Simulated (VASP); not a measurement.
Set up this calculation in VASP 6.6.1, as the native input.

```yaml
Task: single point
Functional: PBE
Potentials_or_basis: VASP PAW PBE potentials, release 64 (W_sv, C, H)
Cutoff: 520 eV
k_mesh: 3 × 3 × 1
Occupations: fermi-dirac, width 0.15 eV
Spin: no spin polarisation
Dipole_correction: no
Further_INCAR_settings: LREAL = Auto; ALGO = Normal; EDIFF = 1e-06; NBANDS = 126
```

The structure of HW12C12 lies in POSCAR:

```
HW12C12
1.0
    5.7641400000      0.0000000000      0.0000000000
   -2.8820700000      4.9918920000      0.0000000000
    0.0000000000      0.0000000000     19.0596750000
W C H
12 12 1
Direct
    0.0000000000      0.0000000000      0.0524668000
   -0.0000243558     -0.0000406576      0.2022159728
    0.0003377280      0.0006583391      0.3547310850
    0.0000000000      0.5000000000      0.0524668000
   -0.0000122672      0.5000049896      0.2022209415
    0.0003301053      0.4993892820      0.3547338719
    0.5000000000      0.0000000000      0.0524668000
    0.4999913591      0.0000041056      0.2019850079
    0.4999069956     -0.0001682179      0.3548966985
    0.5000000000      0.5000000000      0.0524668000
    0.5000357971      0.5000203873      0.2022228479
    0.4991246179      0.4994371370      0.3547498627
    0.3333333000      0.1666667000      0.1265465000
    0.3334846857      0.1664983030      0.2744458968
    0.3317275029      0.1680069238      0.4136315365
    0.3333333000      0.6666667000      0.1265465000
    0.3334871688      0.6669224674      0.2744488736
    0.3317646514      0.6635980859      0.4136473555
    0.8333333000      0.1666667000      0.1265465000
    0.8330557500      0.1664815301      0.2744346952
    0.8362002696      0.1679241305      0.4136409963
    0.8333333000      0.6666667000      0.1265465000
    0.8333154915      0.6666266181      0.2753999326
    0.8332115785      0.6664057306      0.4198496665
   -0.1666674931     -0.3332994523      0.4771049938
```

These files were run (other wordings do the same):

INCAR

```
SYSTEM = HW12C12
PREC = Accurate
ENCUT = 520
EDIFF = 1E-6
ISMEAR = -1
SIGMA = 0.15
LREAL = Auto
LASPH = .TRUE.
NELM = 80
ALGO = Normal
ISIF = 2
LWAVE = .FALSE.
LCHARG = .TRUE.
GGA = PE
LELF = .TRUE.
LVHAR = .TRUE.
NBANDS = 126
```

KPOINTS

```
Automatic mesh
0
G
  3 3 1
  0 0 0
```

Potentials or basis: VASP PAW PBE potentials, release 64 (W_sv, C, H).

Command:

```sh
$ cat potpaw_PBE.64/W_sv/POTCAR potpaw_PBE.64/C/POTCAR potpaw_PBE.64/H/POTCAR > POTCAR
$ mpirun -np 1 vasp_std > vasp.out
```

Results of the run:

```json
{"Largest force": "0.764 eV/Å"}
```

Caveat: the k points lie up to 0.42 Å⁻¹ apart.

Wall time 33 min on 1 thread of Oxide Virtual Turin-like Processor (shared host), peak memory 0.76 GiB.
